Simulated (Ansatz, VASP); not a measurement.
**One calculation of Ag, two programs**

```xyz
6
Lattice="-2.8671 0.0000 0.0000 -1.4335 -2.4829 0.0000 0.0000 0.0000 20.0721" Properties=species:S:1:pos:R:3 pbc="T T T"
Ag   -1.4335   -0.8276   10.5539
Ag   -1.4335   -0.8276    1.1724
Ag   -1.4335   -0.8276    5.8632
Ag   -2.8671   -1.6553   12.8992
Ag   -2.8671   -1.6553    3.5178
Ag   -2.8671   -1.6553    8.2085
```

Alike in both runs: task single point; functional PBEsol; k mesh 24 × 24 × 5; occupations gaussian, width 0.15 eV; no spin polarisation.

|  | VASP | Ansatz |
| --- | --- | --- |
| version | VASP 6.6.1 | Ansatz 0.2.0 |
| potentials or method | VASP PAW PBE potentials, release 64 (Ag), cutoff 520 eV | scalar-relativistic, plane waves, PAW |
| valence electrons in the cell | 66 | 114 |

VASP gave:

* gap on the k mesh at the Fermi level (eV): none
* rms of the force components (eV/Å): 0.023

Problem. What did Ansatz give for the same quantities?

Solution. gap on the k mesh at the Fermi level (eV): none; rms of the force components (eV/Å): 0.021.

VASP's potentials were made for PBE, not for PBEsol. Atom by atom the forces differ by 0.002 eV/Å (rms over components). A gap of «none» marks a metal or a gap that the smearing closes. VASP's potentials hold 66 valence electrons a cell and Ansatz's 114, so a difference there can come from the potentials and not from the codes. Ansatz's warnings: xc potential rough in thin density.
